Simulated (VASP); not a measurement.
# Ti3H in VASP: further runs

Runs on Ti3H. Level: PBE. Tasks: single point.

Program: VASP 6.6.1. These are calculated values, not measurements. Logs are shortened: lines on timing, memory, paths and dates and some standing lists are left out, and cuts for length are marked.

### Step 1. The cell of the first run

The cell holds a slab with vacuum, 8 atoms: a = 4.604 Å, b = 4.604 Å, c = 22.497 Å, α = 90.00°, β = 90.00°, γ = 120.00°.

### Step 2. Single point, PBE

INCAR reads:

```
ALGO = Normal ; DIPOL = 0.5 0.5 0.315
EDIFF = 1E-6 ; ENCUT = 520
GGA = PE ; IDIPOL = 3
ISIF = 2 ; ISMEAR = 0
LASPH = T ; LCHARG = T
LDIPOL = T ; LELF = T
LREAL = F ; LVACPOTAV = T
LVHAR = T ; LWAVE = F
NBANDS = 47 ; NELM = 60
PREC = Accurate ; SIGMA = 0.1
```

KPOINTS reads:

```
k-points
0
Gamma
  6 6 1
```

POSCAR reads:

```
Ti3H
1.0
    4.6037402164      0.0000000000      0.0000000000
   -2.3018701082      3.9869559799      0.0000000000
    0.0000000000      0.0000000000     22.4968206792
Ti H
6 2
Direct
    0.6666666667      0.3333333333      0.1778029019
    0.3333333333      0.6666666667      0.2195747837
    0.0000000000      0.0000000000      0.2613466656
    0.6666666667      0.3333333333      0.2980472718
    0.3333333333      0.6666666667      0.3304570052
    0.0000000000      0.0000000000      0.3776898434
    0.4185444916      1.0000000000      0.4261411342
    0.5814555084      1.0000000000      0.4261411342
```

Potentials or basis: VASP PAW PBE potentials, release 64 (Ti_sv, H).

Run with:

```sh
$ cat potpaw_PBE.64/Ti_sv/POTCAR potpaw_PBE.64/H/POTCAR > POTCAR
$ mpirun -np 1 vasp_std > vasp.out
```

OUTCAR:

```text
EDIFF = 1E-6
   ENCUT = 520
   GGA = PE
   ISIF = 2
   ISMEAR = 0
   LASPH = T
   LREAL = F
   NELM = 60
   PREC = Accurate

 ion  position               nearest neighbor table
   1  0.667  0.333  0.178-   4 2.71   2 2.82   2 2.82   2 2.82
   2  0.333  0.667  0.220-   5 2.49   1 2.82   1 2.82   3 2.82   1 2.82   3 2.82   3 2.82
   3  0.000  0.000  0.261-   6 2.62   4 2.78   4 2.78   4 2.78   2 2.82   2 2.82   2 2.82
   4  0.667  0.333  0.298-   1 2.71   5 2.76   5 2.76   5 2.76   3 2.78   3 2.78   3 2.78
   5  0.333  0.667  0.330-   2 2.49   4 2.76   4 2.76   4 2.76   6 2.86   6 2.86   6 2.86
   6  0.000  0.000  0.378-   3 2.62   5 2.86   5 2.86   5 2.86
   7  0.419  0.000  0.426-   8 0.75
   8  0.581  0.000  0.426-   7 0.75

  LATTYP: Found a hexagonal cell.
 ALAT       =     4.6037402164
 C/A-ratio  =     4.8866399105

  Lattice vectors:

 A1 = (   4.6037402164,   0.0000000000,   0.0000000000)
 A2 = (  -2.3018701082,   3.9869559799,   0.0000000000)
 A3 = (   0.0000000000,   0.0000000000,  22.4968206792)

Analysis of symmetry for initial positions (statically):
=====================================================================
 Subroutine PRICEL returns:
 Original cell was already a primitive cell.

 Routine SETGRP: Setting up the symmetry group for a
 hexagonal supercell.

 Subroutine GETGRP returns: Found  2 space group operations
 (whereof  2 operations were pure point group operations)
 out of a pool of 24 trial point group operations.

The static configuration has the point symmetry C_1h.

Analysis of symmetry for dynamics (positions and initial velocities):
=====================================================================
 Subroutine PRICEL returns:
 Original cell was already a primitive cell.

 Routine SETGRP: Setting up the symmetry group for a
 hexagonal supercell.

 Subroutine GETGRP returns: Found  2 space group operations
 (whereof  2 operations were pure point group operations)
 out of a pool of 24 trial point group operations.

The dynamic configuration has the point symmetry C_1h.

 Subroutine INISYM returns: Found  2 space group operations
 (whereof  2 operations are pure point group operations),
 and found     1 'primitive' translations

----------------------------------------------------------------------------------------

                                     Primitive cell

  volume of cell :     412.9271

  direct lattice vectors                    reciprocal lattice vectors
     4.603740216  0.000000000  0.000000000     0.217214689  0.125408959  0.000000000
    -2.301870108  3.986955980  0.000000000     0.000000000  0.250817918  0.000000000
     0.000000000  0.000000000 22.496820679     0.000000000  0.000000000  0.044450725

  length of vectors
     4.603740216  4.603740216 22.496820679     0.250817918  0.250817918  0.044450725

  position of ions in fractional coordinates (direct lattice)
     0.666666667  0.333333333  0.177802902
     0.333333333  0.666666667  0.219574784
     0.000000000  0.000000000  0.261346666
     0.666666667  0.333333333  0.298047272
     0.333333333  0.666666667  0.330457005
     0.000000000  0.000000000  0.377689843
     0.418544492  0.000000000  0.426141134
     0.581455508  0.000000000  0.426141134

  ion indices of the primitive-cell ions
   primitive index   ion index
                 1           1
                 2           2
                 3           3
                 4           4
                 5           5
                 6           6
                 7           7
                 8           8

----------------------------------------------------------------------------------------

 KPOINTS: k-points

Automatic generation of k-mesh.
 Grid dimensions read from file:
 generate k-points for:    6    6    1

 Generating k-lattice:

  Cartesian coordinates                     Fractional coordinates (reciprocal lattice)
     0.036202448  0.020901493  0.000000000     0.166666667  0.000000000  0.000000000
     0.000000000  0.041802986  0.000000000     0.000000000  0.166666667  0.000000000
     0.000000000  0.000000000  0.044450725     0.000000000  0.000000000  1.000000000

  Length of vectors
     0.041802986  0.041802986  0.044450725

  Shift w.r.t. Gamma in fractional coordinates (k-lattice)
     0.000000000  0.000000000  0.000000000

 Subroutine IBZKPT returns following result:
 ===========================================

 Found     13 irreducible k-points:

 Following reciprocal coordinates:
            Coordinates               Weight
  0.000000  0.000000  0.000000      1.000000
  0.166667  0.000000  0.000000      4.000000
  0.000000  0.166667  0.000000      2.000000
  0.333333  0.000000  0.000000      4.000000
  0.000000  0.333333  0.000000      2.000000
  0.500000 -0.000000  0.000000      2.000000
  0.000000  0.500000  0.000000      1.000000
  0.166667  0.166667  0.000000      4.000000
 -0.333333  0.166667  0.000000      2.000000
  0.333333  0.166667  0.000000      4.000000
 -0.166667  0.500000  0.000000      4.000000
  0.500000  0.333333  0.000000      4.000000
  0.333333  0.333333  0.000000      2.000000
   k-points           NKPTS =     13   k-points in BZ     NKDIM =     13   number of bands    NBANDS=     47
   number of dos      NEDOS =    301   number of ions     NIONS =      8
   total plane-waves  NPLWV = 217728
   dimension x,y,z NGX =    36 NGY =   36 NGZ =  168
   dimension x,y,z NGXF=    72 NGYF=   72 NGZF=  336
   ions per type =               6   2
   NGX,Y,Z   is equivalent  to a cutoff of  13.00, 13.00, 12.41 a.u.
   NGXF,Y,Z  is equivalent  to a cutoff of  26.00, 26.00, 24.83 a.u.
 SYSTEM =  unknown system
   PREC   = accura    normal or accurate (medium, high low for compatibility)
   ISTART =      0    job   : 0-new  1-cont  2-samecut
   ICHARG =      2    charge: 1-file 2-atom 10-const
   ISPIN  =      1    spin polarized calculation?
   LNONCOLLINEAR =      F non collinear calculations
   LSORBIT =      F    spin-orbit coupling
   LASPH  =      T    aspherical Exc in radial PAW
   ENCUT  =  520.0 eV  38.22 Ry    6.18 a.u.   8.56  8.56 41.83*2*pi/ulx,y,z
   NELM   =     60;   NELMIN=  2; NELMDL= -5     # of ELM steps
   EDIFF  = 0.1E-05   stopping-criterion for ELM
   LREAL  =      F    real-space projection
   EDIFFG = 0.1E-04   stopping-criterion for IOM
   NSW    =      0    number of steps for IOM
   IBRION =     -1    ionic relax: 0-MD 1-quasi-New 2-CG
   NFREE  =      0    steps in history (QN), initial steepest desc. (CG)
   ISIF   =      2    stress and relaxation
   ISYM   =      2    0-nonsym 1-usesym 2-fastsym
   POTIM  = 0.5000    time-step for ionic-motion
   TEBEG  =    0.0;   TEEND  =   0.0 temperature during run
   PSTRESS=    0.0 pullay stress
   NELECT =      74.0000    total number of electrons
   NUPDOWN=      -1.0000    fix difference up-down
   EMIN   =  10.00;   EMAX   =-10.00  energy-range for DOS
   EFERMI =   0.00;   METHOD = LEGACY
   ISMEAR =     0;   SIGMA  =   0.10  broadening in eV -4-tet -1-fermi 0-gaus
   EFERMI_NEDOS =   21; number of points for ismear=-14 and -15
   IALGO  =     38    algorithm
   IMIX   =      4    mixing-type and parameters
     AMIX     =   0.40;   BMIX     =  1.00
     AMIX_MAG =   1.60;   BMIX_MAG =  1.00
  volume/ion in A,a.u.               =      51.62       348.32
  Fermi-wavevector in a.u.,A,eV,Ry     =   0.922984  1.744187 11.590801  0.851900
  Thomas-Fermi vector in A             =   2.048571
   LORBIT       =      0    0 simple, 1 ext, 2 COOP (PROOUT), +10 PAW based schemes
   GGA     = PE    functional components
   LHFCALC =     F    Hartree Fock is set to
   AEXX    =    0.0000 exact exchange contribution
   IVDW    =     0    specifies the selected vdW correction
   LEPSILON=     F    determine dielectric tensor
   LRPA    =     F    only Hartree local field effects (RPA)
 non-spin polarized calculation
 Gauss-broadening in eV      SIGMA  =   0.10
  energy-cutoff  :      520.00
  volume of cell :      412.93
 maximum number of plane-waves:     11163
 NGX is ok and might be reduce to    36
   NGX = 17   NGY = 17   NGZ = 83

 dipolmoment           0.000000      0.000000      0.183491 electrons x Angstroem

 number of electron      73.9999981 magnetization

 dipolmoment           0.000000      0.000000     -0.036055 electrons x Angstroem

 Free energy of the ion-electron system (eV)
  ---------------------------------------------------
  ext. energy  EPLUGINS =         0.00000000
  ---------------------------------------------------
  free energy    TOTEN  =       -47.95045305 eV

  energy without entropy =      -47.85845081  energy(sigma->0) =      -47.90445193

 E-fermi :  -0.1742     XC(G=0):  -4.0383

 val. band max:       -0.1750370507   @ k =   0.0000   0.3333   0.0000
 cond. band min:      -0.1719580719   @ k =   0.3333   0.0000   0.0000
 fundamental gap:      0.0030789787
 Fermi energy:        -0.1742462512

 k-point     1 :       0.0000    0.0000    0.0000
  band No.  band energies     occupation
      1     -57.2384      2.00000
      2     -57.0806      2.00000
      3     -56.6711      2.00000
      4     -56.5549      2.00000
      5     -56.5001      2.00000
      6     -56.4026      2.00000
[... 39 lines left out ...]
     46       1.6255      0.00000
     47       1.6306      0.00000

 k-point     2 :       0.1667    0.0000    0.0000
  band No.  band energies     occupation
      1     -57.2378      2.00000
      2     -57.0799      2.00000
      3     -56.6618      2.00000
      4     -56.5583      2.00000
      5     -56.5049      2.00000
      6     -56.4053      2.00000
[... 39 lines left out ...]
     46       1.5570      0.00000
     47       1.5856      0.00000

 k-point     3 :       0.0000    0.1667    0.0000
  band No.  band energies     occupation
      1     -57.2378      2.00000
      2     -57.0799      2.00000
      3     -56.6618      2.00000
      4     -56.5583      2.00000
      5     -56.5049      2.00000
      6     -56.4053      2.00000
[... 489 lines left out ...]
     46       1.3058      0.00000
     47       1.4976      0.00000

 k-point    13 :       0.3333    0.3333    0.0000
  band No.  band energies     occupation
      1     -57.2358      2.00000
      2     -57.0776      2.00000
      3     -56.6085      2.00000
      4     -56.5838      2.00000
      5     -56.5289      2.00000
      6     -56.4141      2.00000
[... 39 lines left out ...]
     46       1.1218      0.00000
     47       1.2327      0.00000

------------------------ aborting loop because EDIFF is reached ----------------------------------------

  FORCE on cell =-STRESS in cart. coord.  units (eV):
  Direction    XX          YY          ZZ          XY          YZ          ZX
  --------------------------------------------------------------------------------------
  -------------------------------------------------------------------------------------
  Total       -0.8731562     -3.1601389     -0.8442544      0.0000000     -0.8979865      0.0000000
  in kB       -3.3878888    -12.2614930     -3.2757484      0.0000000     -3.4842313      0.0000000
  external PRESSURE =      -6.3083767 kB  Pullay stress =       0.0000000 kB

 VOLUME and BASIS-vectors are now :
 -----------------------------------------------------------------------------
  energy-cutoff  :      520.00
  volume of cell :      412.93
      direct lattice vectors                 reciprocal lattice vectors
     4.603740216  0.000000000  0.000000000     0.217214689  0.125408959  0.000000000
    -2.301870108  3.986955980  0.000000000     0.000000000  0.250817918  0.000000000
     0.000000000  0.000000000 22.496820679     0.000000000  0.000000000  0.044450725

 POSITION                                       TOTAL-FORCE (eV/Angst)
 -----------------------------------------------------------------------------------
      2.30187      1.32899      4.00000        -0.000000     -0.030444      0.181016
     -0.00000      2.65797      4.93973        -0.000000     -0.025311      0.338897
      0.00000      0.00000      5.87947        -0.000000      0.032010     -0.485929
      2.30187      1.32899      6.70512        -0.000000      0.121877     -0.287764
     -0.00000      2.65797      7.43423        -0.000000      0.330851      0.704694
      0.00000      0.00000      8.49682        -0.000000      0.003327     -0.632253
      1.92687      0.00000      9.58682        -1.308719     -0.216155      0.090669
      2.67687      0.00000      9.58682         1.308719     -0.216155      0.090669
 -----------------------------------------------------------------------------------
    total drift:                               -0.000000     -0.000074      0.001645

  FREE ENERGIE OF THE ION-ELECTRON SYSTEM (eV)
  ---------------------------------------------------
  free  energy   TOTEN  =       -47.9504530473 eV

  energy  without entropy=      -47.8584508110  energy(sigma->0) =      -47.90445193

 vacuum level on the upper side and lower side of the slab         2.889         3.247
```

It took 4.8 min on 1 thread of Intel Xeon 6975P-C (Granite Rapids), shared host; peak memory 0.56 GiB.

What came out:

* Free energy: -47.9505 eV
* Largest force: 1.330 eV/Å
* Band gap on the k mesh: zero (band 37 reaches -0.09 eV, above the bottom of band 38 at -0.30 eV)

Forces on the atoms (eV/Å):
```
Ti   0.000 -0.030  0.181
Ti   0.000 -0.025  0.339
Ti   0.000  0.032 -0.486
Ti   0.000  0.122 -0.288
Ti   0.000  0.331  0.705
Ti   0.000  0.003 -0.632
H   -1.309 -0.216  0.091
H    1.309 -0.216  0.091
```

### Step 3. Single point, PBE

INCAR reads:

```
SYSTEM = Ti3H
  PREC = Accurate
  ENCUT = 520
  EDIFF = 1E-7
  ISMEAR = 0
  SIGMA = 0.1
  LREAL = .False.
  LASPH = .True.
  NELM = 100
  ALGO = Normal
  ISIF = 2
  LWAVE = .False.
  LCHARG = .False.
  LDIPOL = .True.
  IDIPOL = 3
  DIPOL = 0.5 0.5 0.322
  GGA = PE
  NBANDS = 47
```

KPOINTS reads:

```
regular mesh
0
Gamma
  6 6 1
  0 0 0
```

Changes to POSCAR since step 2:

```diff
@@ -14,3 +14,3 @@
     0.0000000000      0.0000000000      0.3776898434
-    0.4185444916      1.0000000000      0.4261411342
-    0.5814555084      1.0000000000      0.4261411342
+    0.4185444916      1.0000000000      0.4545895985
+    0.5814555084      1.0000000000      0.4545895985
```

Potentials or basis: VASP PAW PBE potentials, release 64 (Ti_sv, H).

Run with:

```sh
$ cat potpaw_PBE.64/Ti_sv/POTCAR potpaw_PBE.64/H/POTCAR > POTCAR
$ mpirun -np 1 vasp_std > vasp.out
```

Run time: 5.3 min. Hardware: 1 thread of Intel Xeon 6975P-C (Granite Rapids), shared host; peak memory 0.57 GiB.

The run converged. Its results:

```
Free energy            : -48.2117 eV
Largest force          : 0.492 eV/Å
Band gap on the k mesh : zero (band 37 reaches -0.08 eV, above the bottom of band 38 at -0.34 eV)
```

Forces on the atoms (eV/Å):
```
Ti   0.000  0.019  0.140
Ti   0.000 -0.076  0.486
Ti   0.000  0.005 -0.449
Ti   0.000  0.075 -0.104
Ti   0.000  0.037 -0.037
Ti   0.000  0.002 -0.444
H   -0.386 -0.032  0.204
H    0.386 -0.032  0.204
```

Levels at points of the mesh, in eV from the Fermi level:
| k point | band 35 | band 36 | band 37 | band 38 | band 39 | band 40 |
| --- | --- | --- | --- | --- | --- | --- |
| (0.00, 0.00, 0.00) | -0.45 | -0.20 | -0.19 | -0.15 | 0.02 | 0.03 |
| (0.50, 0.00, 0.00) | -0.30 | -0.23 | -0.09 | 0.03 | 0.25 | 0.37 |
| (0.00, 0.50, 0.00) | -0.38 | -0.28 | -0.13 | 0.04 | 0.05 | 0.39 |
